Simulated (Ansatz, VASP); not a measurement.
# BP: VASP beside Ansatz

Contents of INCAR:

```
ALGO = Normal ; EDIFF = 1E-7
EDIFFG = -0.05 ; ENCUT = 500
GGA = PS ; GGA_COMPAT = False
IBRION = 2 ; ISIF = 3
ISMEAR = 0 ; LASPH = True
LCHARG = False ; LREAL = False
LWAVE = False ; NELM = 120
NELMIN = 4 ; NSW = 80
PREC = Accurate ; SIGMA = 0.1
```

KPOINTS

```
k-points
0
Gamma
  8 8 8
```

Contents of POSCAR:

```
BP
1.0
    0.0000000000      2.4186628217      2.4186628217
    2.4186628217      0.0000000000      2.4186628217
    2.4186628217      2.4186628217      0.0000000000
B P
1 1
Direct
    0.0000000000      0.0000000000      0.0000000000
    0.2500000000      0.2500000000      0.2500000000
```

Input for Ansatz:

```yaml
crystal:
  lattice:
    - [0.0, 2.4186628217, 2.4186628217]
    - [2.4186628217, 0.0, 2.4186628217]
    - [2.4186628217, 2.4186628217, 0.0]
  atoms:
    - { symbol: B, position: [0.0, 0.0, 0.0] }
    - { symbol: P, position: [0.25, 0.25, 0.25] }
basis:
  ecutwfc: 420
kpoints:
  mp_grid: { grid: [8, 8, 8] }
hamiltonian:
  xc: pbesol
scf:
  occupations: { method: gaussian, width: 0.1 }
output:
  forces: true
  stress: true
  eigenvalues: true
relax:
  adjacent_minimum: "off"
  f_tol: 0.05
  max_steps: 60
  cell: { stress_tol: 0.5 }
```

Alike in both runs: task relaxation of cell and atoms; functional PBEsol; k mesh 8 × 8 × 8; occupations gaussian, width 0.1 eV; no spin polarisation.

```csv
,VASP,Ansatz
version,VASP 6.6.1,Ansatz 0.2.0
potentials or method,"VASP PAW PBE potentials, release 64 (B, P), cutoff 500 eV","scalar-relativistic, plane waves, PAW"
valence electrons in the cell,8,8
```

```tsv
	VASP	Ansatz	Ansatz less VASP
gap on the k mesh at the Fermi level, each at its own relaxed structure (eV)	1.15	1.16	+0.005
relaxed volume (Å³/atom)	11.57	11.57	+0.009
relaxed cell length with the largest relative difference (Å)	3.198	3.199	+0.0008
```

VASP's potentials were made for PBE, not for PBEsol.

Noted on VASP's run: the volume moved by over 15 % at a fixed basis, so the end points are rough.
